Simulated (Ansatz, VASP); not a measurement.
## SiC: VASP beside Ansatz

```
Si C
1.0
     0.00000    2.12024    2.12024
     2.12024    0.00000    2.12024
     2.12024    2.12024    0.00000
Si C
1 1
Direct
  0.00000 0.00000 0.00000
  0.25000 0.25000 0.25000
```

Alike in both runs: task single point; functional LDA; k mesh 10 × 10 × 10; no spin polarisation.

|  | VASP | Ansatz |
| --- | --- | --- |
| version | VASP 6.6.1 | Ansatz 0.2.0 |
| potentials or method | VASP PAW LDA potentials, release 64 (Si, C), cutoff 600 eV | scalar-relativistic, plane waves, PAW |
| occupations | gaussian, width 0.01 eV | fixed |
| valence electrons in the cell | 8 | 8 |

|  | VASP | Ansatz | Ansatz less VASP |
| --- | --- | --- | --- |
| gap on the k mesh at the Fermi level (eV) | 1.23 | 1.24 | +0.013 |
| least direct gap on the mesh (eV) | 4.58 | 4.60 | +0.015 |
| pressure (GPa) | 16.3 | 16.0 | -0.26 |

LDA's correlation is that of Perdew and Zunger in VASP and of Perdew and Wang (1992) in Ansatz.
